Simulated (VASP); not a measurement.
# Au in VASP: single point with PBE

Aim: the single point of Au with PBE.

Everything below comes from runs of VASP 6.6.1. Logs are shortened: lines on timing, memory, paths and dates and some standing lists are left out, and cuts for length are marked.

### Step 1. The cell of the first run

The cell holds a sheet with vacuum, 3 atoms: a = 4.751 Å, b = 4.751 Å, c = 24.642 Å, α = 90.00°, β = 90.00°, γ = 120.00°.

The cell was built from a structure type or drawn by symmetry, and may not be a known phase.

### Step 2. Single point, PBE

Input file INCAR:

```
ALGO = Normal
DIPOL = 0.5 0.5 0.304
EDIFF = 1E-6
ENCUT = 520
GGA = PE
IDIPOL = 3
ISIF = 2
ISMEAR = 0
LASPH = True
LCHARG = False
LDIPOL = True
LREAL = False
LWAVE = False
NBANDS = 24
NELM = 60
PREC = Accurate
SIGMA = 0.1
```

Input file KPOINTS:

```
k-points
0
Gamma
  6 6 1
```

Input file POSCAR:

```
Au
1.0
    4.7513100726     -0.0000002730      0.0000000000
   -2.3756547999      4.1147553606      0.0000000000
    0.0000000000      0.0000000000     24.6423820000
Au
3
Direct
    0.3333333333      0.6666666667      0.3043733916
    0.6666666667      0.3333333333      0.3043339971
    0.0000000000      0.0000000000      0.3043536944
```

Potentials or basis: VASP PAW PBE potentials, release 64 (Au).

Started as:

```sh
$ cat potpaw_PBE.64/Au/POTCAR > POTCAR
$ mpirun -np 1 vasp_std > vasp.out
```

OUTCAR:

```text
EDIFF = 1E-6
   ENCUT = 520
   GGA = PE
   ISIF = 2
   ISMEAR = 0
   LASPH = True
   LREAL = False
   NELM = 60
   PREC = Accurate

 ion  position               nearest neighbor table
   1  0.333  0.667  0.304-   3 2.74   3 2.74   3 2.74   2 2.74   2 2.74   2 2.74
   2  0.667  0.333  0.304-   3 2.74   3 2.74   3 2.74   1 2.74   1 2.74   1 2.74
   3  0.000  0.000  0.304-   1 2.74   2 2.74   1 2.74   2 2.74   1 2.74   2 2.74

  LATTYP: Found a hexagonal cell.
 ALAT       =     4.7513100726
 C/A-ratio  =     5.1864394501

  Lattice vectors:

 A1 = (   4.7513100726,  -0.0000002730,   0.0000000000)
 A2 = (  -2.3756547999,   4.1147553606,   0.0000000000)
 A3 = (   0.0000000000,   0.0000000000,  24.6423820000)

Analysis of symmetry for initial positions (statically):
=====================================================================
 Subroutine PRICEL returns:
 Original cell was already a primitive cell.

 Routine SETGRP: Setting up the symmetry group for a
 hexagonal supercell.

 Subroutine GETGRP returns: Found 12 space group operations
 (whereof  6 operations were pure point group operations)
 out of a pool of 24 trial point group operations.

The static configuration has the point symmetry C_3v.
 The point group associated with its full space group is D_3d.

Analysis of symmetry for dynamics (positions and initial velocities):
=====================================================================
 Subroutine PRICEL returns:
 Original cell was already a primitive cell.

 Routine SETGRP: Setting up the symmetry group for a
 hexagonal supercell.

 Subroutine GETGRP returns: Found 12 space group operations
 (whereof  6 operations were pure point group operations)
 out of a pool of 24 trial point group operations.

The dynamic configuration has the point symmetry C_3v.
 The point group associated with its full space group is D_3d.

 Subroutine INISYM returns: Found 12 space group operations
 (whereof  6 operations are pure point group operations),
 and found     1 'primitive' translations

----------------------------------------------------------------------------------------

                                     Primitive cell

  volume of cell :     481.7703

  direct lattice vectors                    reciprocal lattice vectors
     4.751310073 -0.000000273  0.000000000     0.210468275  0.121513899  0.000000000
    -2.375654800  4.114755361  0.000000000     0.000000014  0.243027822  0.000000000
     0.000000000  0.000000000 24.642382000     0.000000000  0.000000000  0.040580493

  length of vectors
     4.751310073  4.751310073 24.642382000     0.243027822  0.243027822  0.040580493

  position of ions in fractional coordinates (direct lattice)
     0.333333333  0.666666667  0.304373392
     0.666666667  0.333333333  0.304333997
     0.000000000  0.000000000  0.304353694

  ion indices of the primitive-cell ions
   primitive index   ion index
                 1           1
                 2           2
                 3           3

----------------------------------------------------------------------------------------

 KPOINTS: k-points

Automatic generation of k-mesh.
 Grid dimensions read from file:
 generate k-points for:    6    6    1

 Generating k-lattice:

  Cartesian coordinates                     Fractional coordinates (reciprocal lattice)
     0.035078046  0.020252316  0.000000000     0.166666667  0.000000000  0.000000000
     0.000000002  0.040504637  0.000000000     0.000000000  0.166666667  0.000000000
     0.000000000  0.000000000  0.040580493     0.000000000  0.000000000  1.000000000

  Length of vectors
     0.040504637  0.040504637  0.040580493

  Shift w.r.t. Gamma in fractional coordinates (k-lattice)
     0.000000000  0.000000000  0.000000000

 Subroutine IBZKPT returns following result:
 ===========================================

 Found      7 irreducible k-points:

 Following reciprocal coordinates:
            Coordinates               Weight
  0.000000  0.000000  0.000000      1.000000
  0.166667  0.000000  0.000000      6.000000
  0.333333  0.000000  0.000000      6.000000
  0.500000 -0.000000  0.000000      3.000000
  0.166667  0.166667  0.000000      6.000000
  0.333333  0.166667  0.000000     12.000000
  0.333333  0.333333  0.000000      2.000000
   k-points           NKPTS =      7   k-points in BZ     NKDIM =      7   number of bands    NBANDS=     24
   number of dos      NEDOS =    301   number of ions     NIONS =      3
   total plane-waves  NPLWV = 248832
   dimension x,y,z NGX =    36 NGY =   36 NGZ =  192
   dimension x,y,z NGXF=    72 NGYF=   72 NGZF=  384
   ions per type =               3
   NGX,Y,Z   is equivalent  to a cutoff of  12.60, 12.60, 12.95 a.u.
   NGXF,Y,Z  is equivalent  to a cutoff of  25.19, 25.19, 25.91 a.u.
 SYSTEM =  unknown system
   PREC   = accura    normal or accurate (medium, high low for compatibility)
   ISTART =      0    job   : 0-new  1-cont  2-samecut
   ICHARG =      2    charge: 1-file 2-atom 10-const
   ISPIN  =      1    spin polarized calculation?
   LNONCOLLINEAR =      F non collinear calculations
   LSORBIT =      F    spin-orbit coupling
   LASPH  =      T    aspherical Exc in radial PAW
   ENCUT  =  520.0 eV  38.22 Ry    6.18 a.u.   8.83  8.83 45.82*2*pi/ulx,y,z
   NELM   =     60;   NELMIN=  2; NELMDL= -5     # of ELM steps
   EDIFF  = 0.1E-05   stopping-criterion for ELM
   LREAL  =      F    real-space projection
   EDIFFG = 0.1E-04   stopping-criterion for IOM
   NSW    =      0    number of steps for IOM
   IBRION =     -1    ionic relax: 0-MD 1-quasi-New 2-CG
   NFREE  =      0    steps in history (QN), initial steepest desc. (CG)
   ISIF   =      2    stress and relaxation
   ISYM   =      2    0-nonsym 1-usesym 2-fastsym
   POTIM  = 0.5000    time-step for ionic-motion
   TEBEG  =    0.0;   TEEND  =   0.0 temperature during run
   PSTRESS=    0.0 pullay stress
   NELECT =      33.0000    total number of electrons
   NUPDOWN=      -1.0000    fix difference up-down
   EMIN   =  10.00;   EMAX   =-10.00  energy-range for DOS
   EFERMI =   0.00;   METHOD = LEGACY
   ISMEAR =     0;   SIGMA  =   0.10  broadening in eV -4-tet -1-fermi 0-gaus
   EFERMI_NEDOS =   21; number of points for ismear=-14 and -15
   IALGO  =     38    algorithm
   IMIX   =      4    mixing-type and parameters
     AMIX     =   0.40;   BMIX     =  1.00
     AMIX_MAG =   1.60;   BMIX_MAG =  1.00
  volume/ion in A,a.u.               =     160.59      1083.72
  Fermi-wavevector in a.u.,A,eV,Ry     =   0.669832  1.265800  6.104599  0.448675
  Thomas-Fermi vector in A             =   1.745167
   LORBIT       =      0    0 simple, 1 ext, 2 COOP (PROOUT), +10 PAW based schemes
   GGA     = PE    functional components
   LHFCALC =     F    Hartree Fock is set to
   AEXX    =    0.0000 exact exchange contribution
   IVDW    =     0    specifies the selected vdW correction
   LEPSILON=     F    determine dielectric tensor
   LRPA    =     F    only Hartree local field effects (RPA)
 non-spin polarized calculation
 Gauss-broadening in eV      SIGMA  =   0.10
  energy-cutoff  :      520.00
  volume of cell :      481.77
 maximum number of plane-waves:     13000
 NGX is ok and might be reduce to    36
   NGX = 17   NGY = 17   NGZ = 91

 number of electron      33.0000006 magnetization

 dipolmoment           0.000000      0.000000     -0.000002 electrons x Angstroem

 Free energy of the ion-electron system (eV)
  ---------------------------------------------------
  ext. energy  EPLUGINS =         0.00000000
  ---------------------------------------------------
  free energy    TOTEN  =        -8.88773508 eV

  energy without entropy =       -8.88050707  energy(sigma->0) =       -8.88412108

 E-fermi :  -4.1961     XC(G=0):  -1.9546

 val. band max:       -4.2939273183   @ k =   0.3333   0.1667   0.0000
 cond. band min:      -3.1660942270   @ k =   0.3333   0.1667   0.0000
 fundamental gap:      1.1278330913
 Fermi energy:        -4.1961322698

 k-point     1 :       0.0000    0.0000    0.0000
  band No.  band energies     occupation
      1     -11.3608      2.00000
      2      -7.7358      2.00000
      3      -7.7358      2.00000
      4      -7.7358      2.00000
      5      -7.7358      2.00000
      6      -7.7051      2.00000
[... 16 lines left out ...]
     23       2.4803      0.00000
     24       2.7412      0.00000

 k-point     2 :       0.1667    0.0000    0.0000
  band No.  band energies     occupation
      1     -11.0046      2.00000
      2      -8.7929      2.00000
      3      -8.3819      2.00000
      4      -7.8550      2.00000
      5      -7.8432      2.00000
      6      -7.7508      2.00000
[... 16 lines left out ...]
     23       1.9120      0.00000
     24       2.7450      0.00000

 k-point     3 :       0.3333    0.0000    0.0000
  band No.  band energies     occupation
      1     -10.0528      2.00000
      2      -9.7323      2.00000
      3      -8.6277      2.00000
      4      -8.2017      2.00000
      5      -8.1366      2.00000
      6      -7.8723      2.00000
[... 16 lines left out ...]
     23       2.6426      0.00000
     24       2.6463      0.00000

 k-point     4 :       0.5000   -0.0000    0.0000
  band No.  band energies     occupation
      1     -10.0883      2.00000
      2      -8.8652      2.00000
      3      -8.8652      2.00000
      4      -8.5259      2.00000
      5      -8.5259      2.00000
      6      -8.2395      2.00000
[... 16 lines left out ...]
     23       3.3738      0.00000
     24       3.8631      0.00000

 k-point     5 :       0.1667    0.1667    0.0000
  band No.  band energies     occupation
      1     -10.3784      2.00000
      2      -9.2223      2.00000
      3      -9.2223      2.00000
      4      -8.0083      2.00000
      5      -7.9423      2.00000
      6      -7.9423      2.00000
[... 16 lines left out ...]
     23       3.2681      0.00000
     24       3.4597      0.00000

 k-point     6 :       0.3333    0.1667    0.0000
  band No.  band energies     occupation
      1      -9.9104      2.00000
      2      -9.6439      2.00000
      3      -9.4059      2.00000
      4      -8.0988      2.00000
      5      -7.8434      2.00000
      6      -7.7451      2.00000
[... 16 lines left out ...]
     23       3.3742      0.00000
     24       3.4018      0.00000

 k-point     7 :       0.3333    0.3333    0.0000
  band No.  band energies     occupation
      1      -9.8001      2.00000
      2      -9.8001      2.00000
      3      -9.8001      2.00000
      4      -7.7704      2.00000
      5      -7.7704      2.00000
      6      -7.7704      2.00000
[... 16 lines left out ...]
     23       4.0808      0.00000
     24       4.0808      0.00000

------------------------ aborting loop because EDIFF is reached ----------------------------------------

 vacuum level on the upper side and lower side of the slab       (xc-potential included)        -0.100        -0.101

  FORCE on cell =-STRESS in cart. coord.  units (eV):
  Direction    XX          YY          ZZ          XY          YZ          ZX
  --------------------------------------------------------------------------------------
  -------------------------------------------------------------------------------------
  Total       -0.0883996     -0.0883996     -0.0418723      0.0000000     -0.0000000     -0.0000000
  in kB       -0.2939821     -0.2939821     -0.1392506      0.0000000     -0.0000000     -0.0000000
  external PRESSURE =      -0.2424049 kB  Pullay stress =       0.0000000 kB

 VOLUME and BASIS-vectors are now :
 -----------------------------------------------------------------------------
  energy-cutoff  :      520.00
  volume of cell :      481.77
      direct lattice vectors                 reciprocal lattice vectors
     4.751310073 -0.000000273  0.000000000     0.210468275  0.121513899  0.000000000
    -2.375654800  4.114755361  0.000000000     0.000000014  0.243027822  0.000000000
     0.000000000  0.000000000 24.642382000     0.000000000  0.000000000  0.040580493

 POSITION                                       TOTAL-FORCE (eV/Angst)
 -----------------------------------------------------------------------------------
      0.00000      2.74317      7.50049         0.000000     -0.000000     -0.000869
      2.37566      1.37158      7.49951        -0.000000      0.000000      0.000869
      0.00000      0.00000      7.50000        -0.000000     -0.000000      0.000000
 -----------------------------------------------------------------------------------
    total drift:                                0.000000      0.000000     -0.000034

  FREE ENERGIE OF THE ION-ELECTRON SYSTEM (eV)
  ---------------------------------------------------
  free  energy   TOTEN  =        -8.8877350827 eV

  energy  without entropy=       -8.8805070729  energy(sigma->0) =       -8.88412108

 vacuum level on the upper side and lower side of the slab         1.465         1.464
```

It took 3 min on 1 thread of Intel Xeon 8259CL, shared host; peak memory 0.54 GiB.

What came out:

| Property | Result |
| --- | --- |
| Free energy | -8.8877 eV |
| Band gap on the k mesh | zero (an odd number of electrons rules out a gap without spin polarisation) |

Levels at points of the mesh, in eV from the Fermi level:
| k point | band 13 | band 14 | band 15 | band 16 | band 17 | band 18 | band 19 | band 20 |
| --- | --- | --- | --- | --- | --- | --- | --- | --- |
| (0.00, 0.00, 0.00) | -1.82 | -1.82 | -1.24 | -1.24 | 1.56 | 5.43 | 5.44 | 5.44 |
| (0.50, 0.00, 0.00) | -1.77 | -1.77 | -1.04 | -1.04 | -0.29 | 2.32 | 4.94 | 4.94 |

Caveat: spin-orbit coupling is left out, which moves the levels of the heavy elements.
